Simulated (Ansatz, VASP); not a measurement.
AlNi: VASP beside Ansatz

```xyz
2
Lattice="2.8421 0.0000 0.0000 0.0000 2.8421 0.0000 0.0000 0.0000 2.8421" Properties=species:S:1:pos:R:3 pbc="T T T"
Ni    1.4210    1.4210    1.4210
Al    0.0000    0.0000    0.0000
```

Change from the starting cell: volume scaled by 0.96.

Alike in both runs: task single point; functional LDA; k mesh 9 × 9 × 9; occupations fermi-dirac, width 0.05 eV; collinear spin.

|  | VASP | Ansatz |
| --- | --- | --- |
| version | VASP 6.6.1 | Ansatz 0.2.0 |
| potentials or method | VASP PAW LDA potentials, release 64 (Ni, Al), cutoff 520 eV | all-electron LAPW, scalar-relativistic |

VASP gave:

```
gap on the k mesh at the Fermi level (eV) : none
pressure (GPa)                            : -1.7
net moment per atom (μB)                  : 0.00
```

What did Ansatz give for the same quantities?

gap on the k mesh at the Fermi level (eV): none; pressure (GPa): -2.1; net moment per atom (μB): 0.00.

LDA's correlation is that of Perdew and Zunger in VASP and of Perdew and Wang (1992) in Ansatz. A gap of «none» marks a metal or a gap that the smearing closes. Ansatz ran all-electron here, and VASP with PAW potentials.
